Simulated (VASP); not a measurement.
# Au in VASP: notebook

Aim: see how the results for Au move with the level of theory and the settings. Levels: PBE+D3(BJ), LDA. Tasks: single point.

All numbers are computed with VASP 6.6.1; they aren't measurements. Logs are shortened: lines on timing, memory, paths and dates and some standing lists are left out, and cuts for length are marked.

## Step 1: The cell of the first run

The cell holds a slab with vacuum, 7 atoms: a = 2.884 Å, b = 2.884 Å, c = 52.053 Å, α = 90.00°, β = 90.00°, γ = 120.00°.

## Step 2: Single point, PBE+D3(BJ)

File INCAR:

```
SYSTEM = Au
  ALGO = Normal
  DIPOL = 0.5 0.5 0.309
  EDIFF = 1E-6
  ENCUT = 400
  GGA = PE
  GGA_COMPAT = .FALSE.
  IDIPOL = 3
  ISIF = 2
  ISMEAR = 0
  IVDW = 12
  LASPH = .TRUE.
  LCHARG = .TRUE.
  LDIPOL = .TRUE.
  LELF = .TRUE.
  LREAL = .FALSE.
  LVACPOTAV = .TRUE.
  LVHAR = .TRUE.
  LWAVE = .FALSE.
  NBANDS = 48
  NELM = 120
  NELMDL = -8
  PREC = Accurate
  SIGMA = 0.05
```

File KPOINTS:

```
k-points
0
G
  16 16 1
  0 0 0
```

File POSCAR:

```
Au
1.0
    2.8835814537      0.0000000000      0.0000000000
   -1.4417907268      2.4972547928      0.0000000000
    0.0000000000      0.0000000000     52.0532127667
Au
7
Direct
    0.0000000000      0.0000000000      0.1699067933
    0.3333333333      0.6666666667      0.2169890022
    0.6666666667      0.3333333333      0.2628225079
    0.0000000000      0.0000000000      0.3085938857
    0.3333333333      0.6666666667      0.3543652636
    0.6666666667      0.3333333333      0.4001987693
    0.0000000000      0.0000000000      0.4472809782
```

Potentials or basis: VASP PAW PBE potentials, release 64 (Au).

On the command line:

```
$ cat potpaw_PBE.64/Au/POTCAR > POTCAR
$ mpirun -np 1 vasp_std > vasp.out
```

OUTCAR:

```text
SYSTEM = Au
   EDIFF = 1E-6
   ENCUT = 400
   GGA = PE
   ISIF = 2
   ISMEAR = 0
   IVDW = 12
   LASPH = .TRUE.
   LREAL = .FALSE.
   NELM = 120
   NELMDL = -8
   PREC = Accurate
 IVDW          = 12

 ion  position               nearest neighbor table
   1  0.000  0.000  0.170-   2 2.96   2 2.96   2 2.96
   2  0.333  0.667  0.217-   3 2.91   3 2.91   3 2.91   1 2.96   1 2.96   1 2.96
   3  0.667  0.333  0.263-   4 2.91   4 2.91   4 2.91   2 2.91   2 2.91   2 2.91
   4  0.000  0.000  0.309-   3 2.91   3 2.91   3 2.91   5 2.91   5 2.91   5 2.91
   5  0.333  0.667  0.354-   4 2.91   4 2.91   4 2.91   6 2.91   6 2.91   6 2.91
   6  0.667  0.333  0.400-   5 2.91   5 2.91   5 2.91   7 2.96   7 2.96   7 2.96
   7  0.000  0.000  0.447-   6 2.96   6 2.96   6 2.96

  LATTYP: Found a hexagonal cell.
 ALAT       =     2.8835814537
 C/A-ratio  =    18.0515839772

  Lattice vectors:

 A1 = (   2.8835814537,   0.0000000000,   0.0000000000)
 A2 = (  -1.4417907268,   2.4972547928,   0.0000000000)
 A3 = (   0.0000000000,   0.0000000000,  52.0532127667)

Analysis of symmetry for initial positions (statically):
=====================================================================
 Subroutine PRICEL returns:
 Original cell was already a primitive cell.

 Routine SETGRP: Setting up the symmetry group for a
 hexagonal supercell.

 Subroutine GETGRP returns: Found 12 space group operations
 (whereof  6 operations were pure point group operations)
 out of a pool of 24 trial point group operations.

The static configuration has the point symmetry C_3v.
 The point group associated with its full space group is D_3d.

Analysis of symmetry for dynamics (positions and initial velocities):
=====================================================================
 Subroutine PRICEL returns:
 Original cell was already a primitive cell.

 Routine SETGRP: Setting up the symmetry group for a
 hexagonal supercell.

 Subroutine GETGRP returns: Found 12 space group operations
 (whereof  6 operations were pure point group operations)
 out of a pool of 24 trial point group operations.

The dynamic configuration has the point symmetry C_3v.
 The point group associated with its full space group is D_3d.

 Subroutine INISYM returns: Found 12 space group operations
 (whereof  6 operations are pure point group operations),
 and found     1 'primitive' translations

----------------------------------------------------------------------------------------

                                     Primitive cell

  volume of cell :     374.8371

  direct lattice vectors                    reciprocal lattice vectors
     2.883581454  0.000000000  0.000000000     0.346790967  0.200219858  0.000000000
    -1.441790727  2.497254793  0.000000000     0.000000000  0.400439716  0.000000000
     0.000000000  0.000000000 52.053212767     0.000000000  0.000000000  0.019211110

  length of vectors
     2.883581454  2.883581454 52.053212767     0.400439716  0.400439716  0.019211110

  position of ions in fractional coordinates (direct lattice)
     0.000000000  0.000000000  0.169906793
     0.333333333  0.666666667  0.216989002
     0.666666667  0.333333333  0.262822508
     0.000000000  0.000000000  0.308593886
     0.333333333  0.666666667  0.354365264
     0.666666667  0.333333333  0.400198769
     0.000000000  0.000000000  0.447280978

  ion indices of the primitive-cell ions
   primitive index   ion index
                 1           1
                 2           2
                 3           3
                 4           4
                 5           5
                 6           6
                 7           7

----------------------------------------------------------------------------------------

 KPOINTS: k-points

Automatic generation of k-mesh.
 Grid dimensions read from file:
 generate k-points for:   16   16    1

 Generating k-lattice:

  Cartesian coordinates                     Fractional coordinates (reciprocal lattice)
     0.021674435  0.012513741  0.000000000     0.062500000  0.000000000  0.000000000
     0.000000000  0.025027482  0.000000000     0.000000000  0.062500000  0.000000000
     0.000000000  0.000000000  0.019211110     0.000000000  0.000000000  1.000000000

  Length of vectors
     0.025027482  0.025027482  0.019211110

  Shift w.r.t. Gamma in fractional coordinates (k-lattice)
     0.000000000  0.000000000  0.000000000

 Subroutine IBZKPT returns following result:
 ===========================================

 Found     30 irreducible k-points:

 Following reciprocal coordinates:
            Coordinates               Weight
  0.000000  0.000000  0.000000      1.000000
  0.062500 -0.000000  0.000000      6.000000
  0.125000 -0.000000  0.000000      6.000000
  0.187500 -0.000000  0.000000      6.000000
  0.250000 -0.000000  0.000000      6.000000
  0.312500  0.000000  0.000000      6.000000
[... 16 lines left out ...]
  0.187500  0.187500  0.000000      6.000000
  0.250000  0.187500  0.000000     12.000000
 [... further k-points ...]
   k-points           NKPTS =     30   k-points in BZ     NKDIM =     30   number of bands    NBANDS=     48
   number of dos      NEDOS =    301   number of ions     NIONS =      7
   total plane-waves  NPLWV = 140000
   dimension x,y,z NGX =    20 NGY =   20 NGZ =  350
   dimension x,y,z NGXF=    40 NGYF=   40 NGZF=  700
   ions per type =               7
   NGX,Y,Z   is equivalent  to a cutoff of  11.53, 11.53, 11.18 a.u.
   NGXF,Y,Z  is equivalent  to a cutoff of  23.06, 23.06, 22.36 a.u.
 SYSTEM =  Au
   PREC   = accura    normal or accurate (medium, high low for compatibility)
   ISTART =      0    job   : 0-new  1-cont  2-samecut
   ICHARG =      2    charge: 1-file 2-atom 10-const
   ISPIN  =      1    spin polarized calculation?
   LNONCOLLINEAR =      F non collinear calculations
   LSORBIT =      F    spin-orbit coupling
   LASPH  =      T    aspherical Exc in radial PAW
   ENCUT  =  400.0 eV  29.40 Ry    5.42 a.u.   4.70  4.70 84.89*2*pi/ulx,y,z
   NELM   =    120;   NELMIN=  2; NELMDL= -8     # of ELM steps
   EDIFF  = 0.1E-05   stopping-criterion for ELM
   LREAL  =      F    real-space projection
   EDIFFG = 0.1E-04   stopping-criterion for IOM
   NSW    =      0    number of steps for IOM
   IBRION =     -1    ionic relax: 0-MD 1-quasi-New 2-CG
   NFREE  =      0    steps in history (QN), initial steepest desc. (CG)
   ISIF   =      2    stress and relaxation
   ISYM   =      2    0-nonsym 1-usesym 2-fastsym
   POTIM  = 0.5000    time-step for ionic-motion
   TEBEG  =    0.0;   TEEND  =   0.0 temperature during run
   PSTRESS=    0.0 pullay stress
   NELECT =      77.0000    total number of electrons
   NUPDOWN=      -1.0000    fix difference up-down
   EMIN   =  10.00;   EMAX   =-10.00  energy-range for DOS
   EFERMI =   0.00;   METHOD = LEGACY
   ISMEAR =     0;   SIGMA  =   0.05  broadening in eV -4-tet -1-fermi 0-gaus
   EFERMI_NEDOS =   21; number of points for ismear=-14 and -15
   IALGO  =     38    algorithm
   IMIX   =      4    mixing-type and parameters
     AMIX     =   0.40;   BMIX     =  1.00
     AMIX_MAG =   1.60;   BMIX_MAG =  1.00
  volume/ion in A,a.u.               =      53.55       361.36
  Fermi-wavevector in a.u.,A,eV,Ry     =   0.965956  1.825393 12.695213  0.933072
  Thomas-Fermi vector in A             =   2.095717
   LORBIT       =      0    0 simple, 1 ext, 2 COOP (PROOUT), +10 PAW based schemes
   GGA     = PE    functional components
   LHFCALC =     F    Hartree Fock is set to
   AEXX    =    0.0000 exact exchange contribution
   IVDW    =    12    specifies the selected vdW correction
   LEPSILON=     F    determine dielectric tensor
   LRPA    =     F    only Hartree local field effects (RPA)
 non-spin polarized calculation
 Gauss-broadening in eV      SIGMA  =   0.05
  energy-cutoff  :      400.00
  volume of cell :      374.84
 maximum number of plane-waves:      6865
 NGX is ok and might be reduce to    20
   NGX =  9   NGY =  9   NGZ =169

 number of electron      77.0000023 magnetization

 dipolmoment           0.000000      0.000000     -0.000001 electrons x Angstroem

 Free energy of the ion-electron system (eV)
  ---------------------------------------------------
  ext. energy  EPLUGINS =         0.00000000
  ---------------------------------------------------
  free energy    TOTEN  =       -21.88986830 eV

  energy without entropy =      -21.88828358  energy(sigma->0) =      -21.88907594

 E-fermi :  -0.6395     XC(G=0):  -4.4404

 val. band max:       -0.6767186747   @ k =   0.2500   0.1875   0.0000
 cond. band min:      -0.5496429858   @ k =   0.4375  -0.0000   0.0000
 fundamental gap:      0.1270756889
 Fermi energy:        -0.6394624911

 k-point     1 :       0.0000    0.0000    0.0000
  band No.  band energies     occupation
      1     -10.1277      2.00000
      2      -9.6246      2.00000
      3      -8.9276      2.00000
      4      -8.2648      2.00000
      5      -7.8763      2.00000
      6      -7.6238      2.00000
[... 40 lines left out ...]
     47       4.6664      0.00000
     48       4.7128      0.00000

 k-point     2 :       0.0625   -0.0000    0.0000
  band No.  band energies     occupation
      1     -10.0065      2.00000
      2      -9.5054      2.00000
      3      -8.8097      2.00000
      4      -8.1468      2.00000
      5      -7.7665      2.00000
      6      -7.5115      2.00000
[... 40 lines left out ...]
     47       4.7604      0.00000
     48       4.8045      0.00000

 k-point     3 :       0.1250   -0.0000    0.0000
  band No.  band energies     occupation
      1      -9.6538      2.00000
      2      -9.1613      2.00000
      3      -8.4740      2.00000
      4      -7.8150      2.00000
      5      -7.4619      2.00000
      6      -7.1970      2.00000
[... 1060 lines left out ...]
     47       7.1829      0.00000
     48       7.1857      0.00000

 k-point    24 :       0.2500    0.1875    0.0000
  band No.  band energies     occupation
      1      -7.0946      2.00000
      2      -6.9218      2.00000
      3      -6.8217      2.00000
      4      -6.5958      2.00000
      5      -6.4210      2.00000
      6      -6.3052      2.00000
[... 40 lines left out ...]
     47       6.6475      0.00000
     48       6.9312      0.00000

 [... further k-points ...]

------------------------ aborting loop because EDIFF is reached ----------------------------------------

 Edisp (eV)   -3.95234

 E8    (eV) :    -1.8105

  FORCE on cell =-STRESS in cart. coord.  units (eV):
  Direction    XX          YY          ZZ          XY          YZ          ZX
  --------------------------------------------------------------------------------------
  -------------------------------------------------------------------------------------
  Total      -2.21210    -2.21210    -0.16327    -0.00000    -0.00000    -0.00000
  in kB      -9.45524    -9.45524    -0.69787    -0.00000    -0.00000    -0.00000
  external pressure =       -6.54 kB  Pullay stress =        0.00 kB

 VOLUME and BASIS-vectors are now :
 -----------------------------------------------------------------------------
  energy-cutoff  :      400.00
  volume of cell :      374.84
      direct lattice vectors                 reciprocal lattice vectors
     2.883581454  0.000000000  0.000000000     0.346790967  0.200219858  0.000000000
    -1.441790727  2.497254793  0.000000000     0.000000000  0.400439716  0.000000000
     0.000000000  0.000000000 52.053212767     0.000000000  0.000000000  0.019211110

 POSITION                                       TOTAL-FORCE (eV/Angst)
 -----------------------------------------------------------------------------------
      0.00000      0.00000      8.84419        -0.000000      0.000000      0.005987
     -0.00000      1.66484     11.29497        -0.000000     -0.000000     -0.002294
      1.44179      0.83242     13.68076        -0.000000     -0.000000      0.005135
      0.00000      0.00000     16.06330         0.000000      0.000000     -0.000000
     -0.00000      1.66484     18.44585         0.000000      0.000000     -0.005135
      1.44179      0.83242     20.83163         0.000000      0.000000      0.002294
      0.00000      0.00000     23.28241         0.000000      0.000000     -0.005987
 -----------------------------------------------------------------------------------
    total drift:                                0.000000     -0.000000     -0.000051

  FREE ENERGIE OF THE ION-ELECTRON SYSTEM (eV)
  ---------------------------------------------------
  free  energy   TOTEN  =       -25.8422116329 eV

  energy  without entropy=      -25.8406269146  energy(sigma->0) =      -25.84141927

 vacuum level on the upper side and lower side of the slab         4.639         4.639
```

It took 24 min on 1 thread of Oxide Virtual Turin-like, shared host; peak memory 0.48 GiB.

Results:

```yaml
Free_energy: -25.8422 eV
Largest_force: 0.006 eV/Å
Band_gap_on_the_k_mesh: zero (an odd number of electrons rules out a gap without spin polarisation)
Dispersion_energy_per_atom: -0.565 eV
```

Forces in eV/Å, atoms in the order of the input:
```
Au   0.000  0.000  0.006
Au   0.000  0.000 -0.002
Au   0.000  0.000  0.005
Au   0.000  0.000  0.000
Au   0.000  0.000 -0.005
Au   0.000  0.000  0.002
Au   0.000  0.000 -0.006
```

Caveat: spin-orbit coupling is left out, which moves the levels of the heavy elements.

## Step 3: Single point, LDA

File INCAR:

```
SYSTEM = Au
PREC = Accurate
ENCUT = 400
EDIFF = 1E-6
ISMEAR = 0
SIGMA = 0.05
LREAL = .FALSE.
LASPH = .TRUE.
NELM = 120
ALGO = Normal
ISIF = 2
LWAVE = .FALSE.
LCHARG = .TRUE.
LDIPOL = .TRUE.
IDIPOL = 3
DIPOL = 0.5 0.5 0.309
LELF = .TRUE.
LVHAR = .TRUE.
LVACPOTAV = .TRUE.
NBANDS = 48
GGA_COMPAT = .FALSE.
NELMDL = -8
```

File KPOINTS:

```
regular mesh
0
G
  16 16 1
  0 0 0
```

POSCAR is that of step 2.

Potentials or basis: VASP PAW LDA potentials, release 64 (Au).

On the command line:

```
$ cat potpaw_LDA.64/Au/POTCAR > POTCAR
$ mpirun -np 1 vasp_std > vasp.out
```

It took 23 min on 1 thread of Oxide Virtual Turin-like, shared host; peak memory 0.41 GiB.

The run converged. Its results:

| Item | Value |
| --- | --- |
| Free energy | -29.9644 eV |
| Largest force | 0.359 eV/Å |
| Band gap on the k mesh | zero (an odd number of electrons rules out a gap without spin polarisation) |
| Work function of the upper face | 5.68 eV |
| Work function of the lower face | 5.68 eV |

Forces in eV/Å, atoms in the order of the input:
```
Au   0.000  0.000  0.359
Au   0.000  0.000 -0.051
Au   0.000  0.000 -0.012
Au   0.000  0.000  0.000
Au   0.000  0.000  0.012
Au   0.000  0.000  0.051
Au   0.000  0.000 -0.359
```

Levels at points of the mesh, in eV from the Fermi level:
```
           k point  band 35  band 36  band 37  band 38  band 39  band 40  band 41  band 42  band 43  band 44
(0.00, 0.00, 0.00)    -2.44    -2.22    -2.22    -1.98    -1.98    -1.87    -1.87    -0.61    -0.12     3.98
(0.50, 0.00, 0.00)    -1.30    -0.34     0.44     0.97     1.21     1.22     1.49     1.49     3.35     3.73
```

Caveat: spin-orbit coupling is left out, which moves the levels of the heavy elements.

The gap in the log of VASP goes by the Fermi energy; the results here count the filled bands.